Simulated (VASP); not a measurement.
Runs of VASP 6.6.1 on Cr. The structure is that of space group P6_3/mmc (No. 194), or close to it. The cells are those of the table. 

```tsv
task	level	spin	fixed moment (μB)	cell	k mesh	k mesh for the DOS	occupations for the DOS	gap on the mesh (eV)	pressure (GPa)	moment (μB)
single point	PBE	collinear, ferromagnetic start	12.0	a = 2.714, b = 2.714, c = 4.410 Å, angles 90.0, 90.0, 120.0°, 2 atoms	9 × 9 × 5	-	-	-	106.2	12.00
density of states	PBEsol	collinear, ferromagnetic start	-	a = 2.714, b = 2.714, c = 4.410 Å, angles 90.0, 90.0, 120.0°, 2 atoms	11 × 11 × 6	17 × 17 × 9	tetrahedron	-	-	1.69
single point	PBEsol	collinear, ferromagnetic start	-	a = 2.767, b = 2.767, c = 4.496 Å, angles 90.0, 90.0, 120.0°, 2 atoms	11 × 11 × 6	-	-	none	-34.4	2.48
single point	PBE	off	-	a = 2.714, b = 2.714, c = 4.410 Å, angles 90.0, 90.0, 120.0°, 2 atoms	11 × 11 × 6	-	-	none	-27.6	-
single point	PBE	collinear, ferromagnetic start	7.5	a = 2.714, b = 2.714, c = 4.410 Å, angles 90.0, 90.0, 120.0°, 2 atoms	9 × 9 × 5	-	-	-	27.0	7.50
single point	PBEsol	collinear, ferromagnetic start	-	a = 2.750, b = 2.750, c = 4.468 Å, angles 90.0, 90.0, 120.0°, 2 atoms	11 × 11 × 6	-	-	none	(b)	2.16
single point	PBEsol	collinear, ferromagnetic start	-	a = 2.696, b = 2.696, c = 4.380 Å, angles 90.0, 90.0, 120.0°, 2 atoms	11 × 11 × 6	-	-	none	(c)	1.53
single point	PBEsol	collinear, ferromagnetic start	-	a = 2.659, b = 2.659, c = 4.320 Å, angles 90.0, 90.0, 120.0°, 2 atoms	11 × 11 × 6	-	-	none	(d)	(a)
```

Alike in all rows: potentials or basis VASP PAW PBE potentials, release 64 (Cr_pv); cutoff (eV) 520; smearing fermi-dirac 0.05 eV.

**Question.** Fill in the values left out.

**Answer.** (a) 0.89; (b) -34.1; (c) -30.5; (d) -26.8.

Caveats: the PAW data sets were made with another functional, which shifts forces and pressure a little (some runs); the total moment is fixed, so each spin has its own Fermi level (some runs); tetrahedron occupations give inexact forces and stress in metals (some runs).

A gap of «none» marks levels without a gap at the run's occupations.
